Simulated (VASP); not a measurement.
MgO, 8 atoms in the cell. Symmetry: P6_3mc, No. 186, hexagonal system. Conventional cell: a = 3.620 Å, b = 3.620 Å, c = 9.671 Å, α = 90.00°, β = 90.00°, γ = 120.00°. Mg (site symmetry 3m) has 4 O at 1.83 to 2.17 Å within 2.4 Å. Mg (site symmetry 3m) has 4 O at 1.85 to 2.17 Å within 2.5 Å. Within 2.4 Å of O (site symmetry 3m) lie 4 Mg at 1.83 to 2.17 Å. Within 2.5 Å of O (site symmetry 3m) lie 4 Mg at 1.85 to 2.17 Å.  This cell differs from its parent crystal: volume 13.719 Å^3 an atom, c/a of the conventional cell 2.6717.

| Item | Value |
| --- | --- |
| Program | VASP 6.6.1 |
| Task | single point |
| Functional | PBE |
| Potentials or basis | VASP PAW PBE potentials, release 64 (Mg, O) |
| Cutoff | 520 eV |
| k mesh | 9 × 9 × 4 |
| Occupations | gaussian, width 0.05 eV |
| Spin | no spin polarisation |
| Dipole correction | no |
| Further INCAR settings | ALGO = Normal; EDIFF = 1e-06; NBANDS = 26 |

Potentials or basis: VASP PAW PBE potentials, release 64 (Mg, O).

Launch:

```console
$ cat potpaw_PBE.64/Mg/POTCAR potpaw_PBE.64/O/POTCAR > POTCAR
$ mpirun -np 1 vasp_std > vasp.out
```

Hardware: 1 thread of AMD EPYC 7R43 64-Core Processor (Zen 3) (shared host).

**Question.** Estimate the wall time of this run.

**Answer.** Run time: 2.6 min on 1 thread of AMD EPYC 7R43 64-Core Processor (Zen 3), on a shared host, peak memory 0.23 GiB. Counts: scf iterations 14, k points 36.
